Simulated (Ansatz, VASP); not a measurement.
**One calculation of CuP, two programs**

POSCAR

```
CuP
1.0
    0.0000000000      2.4395488124      2.4395488124
    2.4395488124      0.0000000000      2.4395488124
    2.4395488124      2.4395488124      0.0000000000
Cu P
1 1
Direct
    0.5000000000      0.5000000000      0.5000000000
    0.0000000000      0.0000000000      0.0000000000
```

The input INCAR.step1:

```
SYSTEM = CuP
ALGO     = Normal         ! electronic algorithm
EDIFF    = 1E-4           ! SCF threshold, eV
ENCUT    = 520            ! plane-wave cutoff, eV
GGA      = PE             ! functional
ISMEAR   = 0              ! smearing method
LASPH    = .TRUE.         ! aspherical terms in the spheres
LCHARG   = .FALSE.        ! write CHGCAR
LREAL    = .FALSE.        ! projectors in reciprocal space
LWAVE    = .TRUE.         ! write WAVECAR
NBANDS   = 15             ! bands
NELM     = 60             ! most SCF steps
PREC     = Accurate       ! precision mode
SIGMA    = 0.05           ! smearing width, eV
```

The input INCAR.step2:

```
SYSTEM = CuP
ALGO     = Normal         ! electronic algorithm
EDIFF    = 1E-6           ! SCF threshold, eV
ENCUT    = 520            ! plane-wave cutoff, eV
ISIF     = 2              ! what is computed and relaxed
ISMEAR   = 0              ! smearing method
ISTART   = 1            
LASPH    = .TRUE.         ! aspherical terms in the spheres
LCHARG   = .FALSE.        ! write CHGCAR
LMIXTAU  = .TRUE.       
LREAL    = .FALSE.        ! projectors in reciprocal space
LWAVE    = .FALSE.        ! write WAVECAR
METAGGA  = R2SCAN         ! meta-GGA
NBANDS   = 15             ! bands
NELM     = 60             ! most SCF steps
PREC     = Accurate       ! precision mode
SIGMA    = 0.05           ! smearing width, eV
```

Contents of KPOINTS:

```
k-points
0
G
  12 12 12
  0 0 0
```

Input for Ansatz:

```yaml
crystal:
  lattice:
    - [0.0, 2.4395488124, 2.4395488124]
    - [2.4395488124, 0.0, 2.4395488124]
    - [2.4395488124, 2.4395488124, 0.0]
  atoms:
    - { symbol: Cu, position: [0.5, 0.5, 0.5] }
    - { symbol: P, position: [0.0, 0.0, 0.0] }
basis:
  ecutwfc: 500
  ecutrho_ratio: 4
kpoints:
  mp_grid: { grid: [12, 12, 12] }
hamiltonian:
  xc: r2scan
scf:
  occupations: { method: gaussian, width: 0.05 }
output:
  forces: true
  stress: true
  eigenvalues: true
  write_density: true
  write_potential: true
  elf: true
  volumetric_format: npy
```

Alike in both runs: task single point; functional r2SCAN; k mesh 12 × 12 × 12; occupations gaussian, width 0.05 eV; no spin polarisation.

```csv
,VASP,Ansatz
version,VASP 6.6.1,Ansatz 0.2.0
potentials or method,"VASP PAW PBE potentials, release 64 (Cu, P), cutoff 520 eV","scalar-relativistic, plane waves, PAW"
valence electrons in the cell,16,24
```

```csv
,VASP,Ansatz,Ansatz less VASP
gap on the k mesh at the Fermi level (eV),none,none,-
pressure (GPa),-4.4,-4.4,+0.01
```

VASP's potentials were made for PBE, not for r2SCAN. A gap of «none» marks a metal or a gap that the smearing closes. The functional is the same, so the differences come from potentials, cutoffs and numerics. VASP's potentials hold 16 valence electrons a cell and Ansatz's 24, so a difference there can come from the potentials and not from the codes.
